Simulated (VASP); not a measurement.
# ZrSi2 (Cmcm) in VASP: further runs

Runs on ZrSi2. Level: PBEsol. Tasks: relaxation of cell and atoms, single point.

All numbers are computed with VASP 6.6.1; they aren't measurements. Logs are shortened: lines on timing, memory, paths and dates and some standing lists are left out, and cuts for length are marked.

### 1 The cell of the first run

The structure is orthorhombic, space group Cmcm (No. 63). The conventional cell has a = 3.585 Å, b = 14.128 Å, c = 3.571 Å, α = 90.00°, β = 90.00°, γ = 90.00°. Zr (site symmetry m2m) has 10 Si at 2.63 to 2.87 Å and 6 Zr at 3.45 to 3.58 Å within 3.6 Å. Si (site symmetry m2m) has 2 Si at 2.36 Å and 6 Zr at 2.63 to 2.87 Å within 3.1 Å. Within 3.3 Å of Si (site symmetry m2m) lie 8 Si at 2.53 to 3.29 Å and 4 Zr at 2.73 Å.

### 2 Relaxation of cell and atoms, PBEsol, target pressure 12 GPa, at which the enthalpy is minimised

File INCAR:

```
  PREC = Accurate
  ENCUT = 600
  EDIFF = 1E-6
  ISMEAR = 0
  SIGMA = 0.1
  LREAL = F
  LASPH = T
  NELM = 60
  ALGO = Normal
  ISIF = 3
  LWAVE = F
  LCHARG = F
  GGA = PS
  IBRION = 2
  NSW = 70
  EDIFFG = -0.008
  PSTRESS = 120.0
```

File KPOINTS:

```
regular mesh
0
Gamma
  10 10 10
```

File POSCAR:

```
ZrSi2
1.0
    1.7923449295     -7.0641656375      0.0000000000
    1.7923449295      7.0641656375      0.0000000000
    0.0000000000      0.0000000000      3.5705235900
Zr Si
2 4
Direct
    0.8957158607      0.1042841393      0.7500000000
    0.1042841393      0.8957158607      0.2500000000
    0.5546676755      0.4453323245      0.7500000000
    0.4453323245      0.5546676755      0.2500000000
    0.2502123188      0.7497876812      0.7500000000
    0.7497876812      0.2502123188      0.2500000000
```

Potentials or basis: VASP PAW PBE potentials, release 64 (Zr_sv, Si).

Command:

```sh
> cat potpaw_PBE.64/Zr_sv/POTCAR potpaw_PBE.64/Si/POTCAR > POTCAR
> mpirun -np 1 vasp_std > vasp.out
```

OUTCAR:

```text
PREC = Accurate
   ENCUT = 600
   EDIFF = 1E-6
   ISMEAR = 0
   LREAL = F
   LASPH = T
   NELM = 60
   ISIF = 3
   GGA = PS
   IBRION = 2
   NSW = 70
   EDIFFG = -0.008
   PSTRESS = 120.0

 ion  position               nearest neighbor table
   1  0.896  0.104  0.750-   4 2.63   4 2.63   4 2.63   4 2.63   6 2.73   6 2.73   5 2.73   5 2.73
                             3 2.87   3 2.87   2 3.45   2 3.45
   2  0.104  0.896  0.250-   3 2.63   3 2.63   3 2.63   3 2.63   5 2.73   5 2.73   6 2.73   6 2.73
                             4 2.87   4 2.87   1 3.45   1 3.45
   3  0.555  0.445  0.750-   4 2.36   4 2.36   2 2.63   2 2.63   2 2.63   2 2.63   1 2.87   1 2.87

   4  0.445  0.555  0.250-   3 2.36   3 2.36   1 2.63   1 2.63   1 2.63   1 2.63   2 2.87   2 2.87

   5  0.250  0.750  0.750-   6 2.53   6 2.53   6 2.53   6 2.53   2 2.73   2 2.73   1 2.73   1 2.73

   6  0.750  0.250  0.250-   5 2.53   5 2.53   5 2.53   5 2.53   1 2.73   1 2.73   2 2.73   2 2.73

  LATTYP: Found a base centered orthorhombic cell.
 ALAT       =     3.5846898590
 B/A-ratio  =     3.9412980846
 C/A-ratio  =     0.9960481186

  Lattice vectors:

 A1 = (   1.7923449295,  -7.0641656375,   0.0000000000)
 A2 = (   1.7923449295,   7.0641656375,   0.0000000000)
 A3 = (   0.0000000000,   0.0000000000,   3.5705235900)

Analysis of symmetry for initial positions (statically):
=====================================================================
 Subroutine PRICEL returns:
 Original cell was already a primitive cell.

 Routine SETGRP: Setting up the symmetry group for a
 base centered orthorhombic supercell.

 Subroutine GETGRP returns: Found  8 space group operations
 (whereof  4 operations were pure point group operations)
 out of a pool of  8 trial point group operations.

The static configuration has the point symmetry C_2h.
 The point group associated with its full space group is D_2h.

Analysis of symmetry for dynamics (positions and initial velocities):
=====================================================================
 Subroutine PRICEL returns:
 Original cell was already a primitive cell.

 Routine SETGRP: Setting up the symmetry group for a
 base centered orthorhombic supercell.

 Subroutine GETGRP returns: Found  8 space group operations
 (whereof  4 operations were pure point group operations)
 out of a pool of  8 trial point group operations.

The dynamic configuration has the point symmetry C_2h.
 The point group associated with its full space group is D_2h.

 Subroutine INISYM returns: Found  8 space group operations
 (whereof  4 operations are pure point group operations),
 and found     1 'primitive' translations

----------------------------------------------------------------------------------------

                                     Primitive cell

  volume of cell :      90.4158

  direct lattice vectors                    reciprocal lattice vectors
     1.792344930 -7.064165638  0.000000000     0.278964161 -0.070779767  0.000000000
     1.792344930  7.064165638  0.000000000     0.278964161  0.070779767  0.000000000
     0.000000000  0.000000000  3.570523590     0.000000000  0.000000000  0.280070969

  length of vectors
     7.287999485  7.287999485  3.570523590     0.287803368  0.287803368  0.280070969

  position of ions in fractional coordinates (direct lattice)
     0.895715861  0.104284139  0.750000000
     0.104284139  0.895715861  0.250000000
     0.554667675  0.445332325  0.750000000
     0.445332325  0.554667675  0.250000000
     0.250212319  0.749787681  0.750000000
     0.749787681  0.250212319  0.250000000

  ion indices of the primitive-cell ions
   primitive index   ion index
                 1           1
                 2           2
                 3           3
                 4           4
                 5           5
                 6           6

----------------------------------------------------------------------------------------

 KPOINTS: regular mesh

Automatic generation of k-mesh.
 Grid dimensions read from file:
 generate k-points for:   10   10   10

 Generating k-lattice:

  Cartesian coordinates                     Fractional coordinates (reciprocal lattice)
     0.027896416 -0.007077977  0.000000000     0.100000000  0.000000000  0.000000000
     0.027896416  0.007077977  0.000000000     0.000000000  0.100000000  0.000000000
     0.000000000  0.000000000  0.028007097     0.000000000  0.000000000  0.100000000

  Length of vectors
     0.028780337  0.028780337  0.028007097

  Shift w.r.t. Gamma in fractional coordinates (k-lattice)
     0.000000000  0.000000000  0.000000000

 Subroutine IBZKPT returns following result:
 ===========================================

 Found    186 irreducible k-points:

 Following reciprocal coordinates:
            Coordinates               Weight
  0.000000  0.000000  0.000000      1.000000
  0.100000 -0.000000  0.000000      4.000000
  0.200000 -0.000000  0.000000      4.000000
  0.300000  0.000000  0.000000      4.000000
  0.400000 -0.000000  0.000000      4.000000
  0.500000  0.000000  0.000000      2.000000
[... 16 lines left out ...]
  0.300000  0.300000  0.000000      2.000000
  0.400000  0.300000  0.000000      4.000000
 [... further k-points ...]
   k-points           NKPTS =    186   k-points in BZ     NKDIM =    186   number of bands    NBANDS=     24
   number of dos      NEDOS =    301   number of ions     NIONS =      6
   total plane-waves  NPLWV = 108000
   dimension x,y,z NGX =    60 NGY =   60 NGZ =   30
   dimension x,y,z NGXF=   120 NGYF=  120 NGZF=   60
   ions per type =               2   4
   NGX,Y,Z   is equivalent  to a cutoff of  13.69, 13.69, 13.97 a.u.
   NGXF,Y,Z  is equivalent  to a cutoff of  27.37, 27.37, 27.94 a.u.
 SYSTEM =  unknown system
   PREC   = accura    normal or accurate (medium, high low for compatibility)
   ISTART =      0    job   : 0-new  1-cont  2-samecut
   ICHARG =      2    charge: 1-file 2-atom 10-const
   ISPIN  =      1    spin polarized calculation?
   LNONCOLLINEAR =      F non collinear calculations
   LSORBIT =      F    spin-orbit coupling
   LASPH  =      T    aspherical Exc in radial PAW
   ENCUT  =  600.0 eV  44.10 Ry    6.64 a.u.  14.56 14.56  7.13*2*pi/ulx,y,z
   NELM   =     60;   NELMIN=  2; NELMDL= -5     # of ELM steps
   EDIFF  = 0.1E-05   stopping-criterion for ELM
   LREAL  =      F    real-space projection
   EDIFFG = -.8E-02   stopping-criterion for IOM
   NSW    =     70    number of steps for IOM
   IBRION =      2    ionic relax: 0-MD 1-quasi-New 2-CG
   NFREE  =      1    steps in history (QN), initial steepest desc. (CG)
   ISIF   =      3    stress and relaxation
   ISYM   =      2    0-nonsym 1-usesym 2-fastsym
   POTIM  = 0.5000    time-step for ionic-motion
   TEBEG  =    0.0;   TEEND  =   0.0 temperature during run
   PSTRESS=  120.0 pullay stress
   NELECT =      40.0000    total number of electrons
   NUPDOWN=      -1.0000    fix difference up-down
   EMIN   =  10.00;   EMAX   =-10.00  energy-range for DOS
   EFERMI =   0.00;   METHOD = LEGACY
   ISMEAR =     0;   SIGMA  =   0.10  broadening in eV -4-tet -1-fermi 0-gaus
   EFERMI_NEDOS =   21; number of points for ismear=-14 and -15
   IALGO  =     38    algorithm
   IMIX   =      4    mixing-type and parameters
     AMIX     =   0.40;   BMIX     =  1.00
     AMIX_MAG =   1.60;   BMIX_MAG =  1.00
  volume/ion in A,a.u.               =      15.07       101.69
  Fermi-wavevector in a.u.,A,eV,Ry     =   1.247422  2.357286 21.171501  1.556061
  Thomas-Fermi vector in A             =   2.381555
   LORBIT       =      0    0 simple, 1 ext, 2 COOP (PROOUT), +10 PAW based schemes
   GGA     = PS    functional components
   LHFCALC =     F    Hartree Fock is set to
   AEXX    =    0.0000 exact exchange contribution
   IVDW    =     0    specifies the selected vdW correction
   LEPSILON=     F    determine dielectric tensor
   LRPA    =     F    only Hartree local field effects (RPA)
 conjugate gradient relaxation of ions
 non-spin polarized calculation
 Gauss-broadening in eV      SIGMA  =   0.10
  energy-cutoff  :      600.00
  volume of cell :       90.42
 maximum number of plane-waves:      3048
 NGX is ok and might be reduce to    60
   NGX = 29   NGY = 29   NGZ = 15

--------------------------------------- Ionic step        1  -------------------------------------------

 number of electron      40.0000001 magnetization

 Free energy of the ion-electron system (eV)
  ---------------------------------------------------
  ext. energy  EPLUGINS =         0.00000000
  ---------------------------------------------------
  free energy    TOTEN  =       -45.42625944 eV

  energy without entropy =      -45.42044778  energy(sigma->0) =      -45.42335361

------------------------ aborting loop because EDIFF is reached ----------------------------------------

  FORCE on cell =-STRESS in cart. coord.  units (eV):
  Direction    XX          YY          ZZ          XY          YZ          ZX
  --------------------------------------------------------------------------------------
  -------------------------------------------------------------------------------------
  Total        7.4176854      6.8581039      7.8838150      0.0000000      0.0000000      0.0000000
  in kB      131.4421410    121.5263004    139.7020046      0.0000000      0.0000000      0.0000000
  external PRESSURE =      10.8901486 kB  Pullay stress =     120.0000000 kB
[... 105 lines left out ...]
  FREE ENERGIE OF THE ION-ELECTRON SYSTEM (eV)
  ---------------------------------------------------
  free  energy   TOTEN  =       -45.4822489409 eV

  energy  without entropy=      -45.4764627072  energy(sigma->0) =      -45.47935582

  enthalpy is  TOTEN    =       -38.6586169638 eV   P V=        6.8236319771

[... ionic steps 4 to 7 ...]

--------------------------------------- Ionic step        8  -------------------------------------------

 number of electron      40.0000000 magnetization

------------------------ aborting loop because EDIFF is reached ----------------------------------------

  FORCE on cell =-STRESS in cart. coord.  units (eV):
  Direction    XX          YY          ZZ          XY          YZ          ZX
  --------------------------------------------------------------------------------------
  -------------------------------------------------------------------------------------
  Total        6.7821758      6.7880886      6.7734012      0.0000000      0.0000000      0.0000000
  in kB      119.8447924    119.9492743    119.6897403      0.0000000      0.0000000      0.0000000
  external PRESSURE =      -0.1720643 kB  Pullay stress =     120.0000000 kB
[... 69 lines left out ...]
  enthalpy is  TOTEN    =       -38.6627700475 eV   P V=        6.7909970409

--------------------------------------- Ionic step       10  -------------------------------------------

 number of electron      40.0000000 magnetization

 Free energy of the ion-electron system (eV)
  ---------------------------------------------------
  ext. energy  EPLUGINS =         0.00000000
  ---------------------------------------------------
  free energy    TOTEN  =       -45.45176929 eV

  energy without entropy =      -45.44652357  energy(sigma->0) =      -45.44914643

 E-fermi :  11.2201     XC(G=0): -11.8178

 val. band max:       11.2154491127   @ k =  -0.2000   0.1000   0.2000
 cond. band min:      11.2375853973   @ k =  -0.4000   0.2000   0.0000
 fundamental gap:      0.0221362846
 Fermi energy:        11.2201484073

 k-point     1 :       0.0000    0.0000    0.0000
  band No.  band energies     occupation
      1     -37.0498      2.00000
      2     -37.0228      2.00000
      3     -15.4651      2.00000
      4     -15.2449      2.00000
      5     -15.2095      2.00000
      6     -15.2021      2.00000
[... 637 lines left out ...]
     23      12.1729      0.00000
     24      13.2738      0.00000

 [... further k-points ...]

------------------------ aborting loop because EDIFF is reached ----------------------------------------

  FORCE on cell =-STRESS in cart. coord.  units (eV):
  Direction    XX          YY          ZZ          XY          YZ          ZX
  --------------------------------------------------------------------------------------
  -------------------------------------------------------------------------------------
  Total        6.7887540      6.8079308      6.8079485      0.0000000      0.0000000      0.0000000
  in kB      119.9958734    120.3348366    120.3351483      0.0000000      0.0000000      0.0000000
  external PRESSURE =       0.2219528 kB  Pullay stress =     120.0000000 kB
[... 21 lines left out ...]
  FREE ENERGIE OF THE ION-ELECTRON SYSTEM (eV)
  ---------------------------------------------------
  free  energy   TOTEN  =       -45.4517692889 eV

  energy  without entropy=      -45.4465235675  energy(sigma->0) =      -45.44914643

  enthalpy is  TOTEN    =       -38.6627817946 eV   P V=        6.7889874943

 reached required accuracy - stopping structural energy minimisation
```

Wall time 51 min (1 thread of AMD EPYC 9R45 (Zen 5), shared host); peak memory 0.61 GiB.

Results:

```
Free energy                                                : -45.4518 eV
Relaxed volume                                             : 15.11 Å³/atom
Relaxed cell                                               : a = 7.239 Å, b = 7.239 Å, c = 3.591 Å, α = 90.00°, β = 90.00°, γ = 151.20°
Space group after relaxing (to 0.1 Å)                      : Cmcm (No. 63)
Energy change on relaxing (the run minimises the enthalpy) : -4.3 meV/atom
Ionic steps                                                : 10
Pressure after relaxing                                    : 12.0 GPa
Largest force after relaxing                               : 0.007 eV/Å
Band gap on the k mesh                                     : zero (bands 20 and 21 overlap by 1.26 eV)
```

Forces on the atoms (eV/Å):
```
Zr   0.000 -0.002  0.000
Zr   0.000  0.002  0.000
Si   0.000  0.000  0.000
Si   0.000  0.000  0.000
Si   0.000 -0.007  0.000
Si   0.000  0.007  0.000
```

The path:
```tsv
step	energy change (eV)	largest force (eV/Å)	pressure (GPa)	volume (Å³)
1	0.0000	0.1382	13.09	90.42
2	-0.1013	0.0571	10.03	91.76
3	-0.0560	0.0953	11.49	91.11
4	-0.0402	0.0703	11.80	90.86
5	-0.0260	0.0512	12.05	90.66
6	-0.0273	0.0129	12.00	90.67
7	-0.0275	0.0104	11.98	90.67
8	-0.0275	0.0108	11.98	90.67
9	-0.0275	0.0118	11.98	90.67
10	-0.0255	0.0066	12.02	90.64
```

Final structure:
```
CELL_PARAMETERS angstrom
1.79999 -7.01128 0.00000
1.79999 7.01128 0.00000
0.00000 0.00000 3.59117
ATOMIC_POSITIONS crystal
Zr 0.89657 0.10343 0.75000
Zr 0.10343 0.89657 0.25000
Si 0.55601 0.44399 0.75000
Si 0.44399 0.55601 0.25000
Si 0.25012 0.74988 0.75000
Si 0.74988 0.25012 0.25000
```

Caveat: the cell is relaxed towards a set pressure, so the run minimises the enthalpy, not the energy; the PAW data sets were made with another functional, which shifts forces and pressure a little.

### 3 Single point, PBEsol (biaxial strain in the a-b plane: +4.0 %, then relaxed in part)

File INCAR:

```
SYSTEM = ZrSi2
PREC     = Accurate       ! precision mode
ENCUT    = 520            ! plane-wave cutoff, eV
EDIFF    = 1E-6           ! SCF threshold, eV
ISMEAR   = 0              ! smearing method
SIGMA    = 0.1            ! smearing width, eV
LREAL    = .False.        ! projectors in reciprocal space
LASPH    = .True.         ! aspherical terms in the spheres
NELM     = 80             ! most SCF steps
ALGO     = Fast           ! electronic algorithm
ISIF     = 2              ! what is computed and relaxed
LWAVE    = .False.        ! write WAVECAR
LCHARG   = .True.         ! write CHGCAR
GGA      = PS             ! functional
LELF     = .True.         ! ELF
LVHAR    = .True.       
NBANDS   = 52             ! bands
```

File KPOINTS:

```
Automatic mesh
0
Gamma
  10 4 10
  0 0 0
```

File POSCAR:

```
ZrSi2
1.0
    3.8212288936      0.0000000000      0.0000000000
    0.0000000000     15.1485256328      0.0000000000
    0.0000000000      0.0000000000      3.5753506413
Zr Si
4 8
Direct
    0.0000000000      0.1063247759      0.2500000000
    0.5000000000      0.3936752241      0.7500000000
    0.5000000000      0.6063247759      0.2500000000
    0.0000000000      0.8936752241      0.7500000000
    0.0000000000      0.4467248929      0.2500000000
    0.5000000000      0.0532751071      0.7500000000
    0.5000000000      0.2484239073      0.2500000000
    0.0000000000      0.2515760927      0.7500000000
    0.5000000000      0.9467248929      0.2500000000
    0.0000000000      0.5532751071      0.7500000000
    0.0000000000      0.7484239073      0.2500000000
    0.5000000000      0.7515760927      0.7500000000
```

Potentials or basis: VASP PAW PBE potentials, release 64 (Zr_sv, Si).

Command:

```sh
> cat potpaw_PBE.64/Zr_sv/POTCAR potpaw_PBE.64/Si/POTCAR > POTCAR
> mpirun -np 1 vasp_std > vasp.out
```

Run time: 40 min. Hardware: 1 thread of Oxide Virtual Turin-like, shared host; peak memory 0.84 GiB.

It converged, with:

```
Free energy            : -90.9826 eV
Pressure               : -5.7 GPa
Largest force          : 0.005 eV/Å
Band gap on the k mesh : zero (bands 40 and 41 overlap by 0.78 eV)
```

Forces on the atoms (eV/Å):
```
Zr   0.000 -0.001  0.000
Zr   0.000  0.001  0.000
Zr   0.000 -0.001  0.000
Zr   0.000  0.001  0.000
Si   0.000  0.005  0.000
Si   0.000 -0.005  0.000
Si   0.000 -0.002  0.000
Si   0.000  0.002  0.000
Si   0.000  0.005  0.000
Si   0.000 -0.005  0.000
Si   0.000 -0.002  0.000
Si   0.000  0.002  0.000
```

Stress tensor (GPa, compression positive):
```
-9.37  0.00  0.00
 0.00 -7.85  0.00
 0.00  0.00  0.16
```

Levels at points of the mesh, in eV from the Fermi level:
| k point | band 38 | band 39 | band 40 | band 41 | band 42 | band 43 |
| --- | --- | --- | --- | --- | --- | --- |
| (0.00, 0.00, 0.00) | -1.49 | -0.19 | 0.17 | 0.92 | 1.15 | 1.22 |
| (0.50, 0.00, 0.00) | -0.94 | -0.42 | -0.42 | 0.33 | 0.33 | 0.99 |
| (0.00, 0.50, 0.00) | -1.71 | -0.08 | -0.08 | 1.18 | 1.18 | 1.24 |
| (0.50, 0.50, 0.00) | -0.85 | -0.10 | -0.10 | -0.04 | -0.04 | 0.90 |
| (0.00, 0.00, 0.50) | -1.02 | -0.31 | -0.31 | -0.18 | -0.18 | -0.10 |
| (0.50, 0.00, 0.50) | -2.04 | -2.04 | -2.04 | 1.83 | 1.83 | 1.83 |
| (0.00, 0.50, 0.50) | -0.70 | -0.70 | -0.70 | -0.18 | -0.18 | -0.18 |
| (0.50, 0.50, 0.50) | -2.03 | -2.03 | -2.03 | 1.87 | 1.87 | 1.87 |

Caveat: the cell differs from its parent crystal (biaxial strain in the a-b plane: +4.0 %, then relaxed in part); the cell stands under tension; the PAW data sets were made with another functional, which shifts forces and pressure a little.

(Part 1 of 2 ends here.)
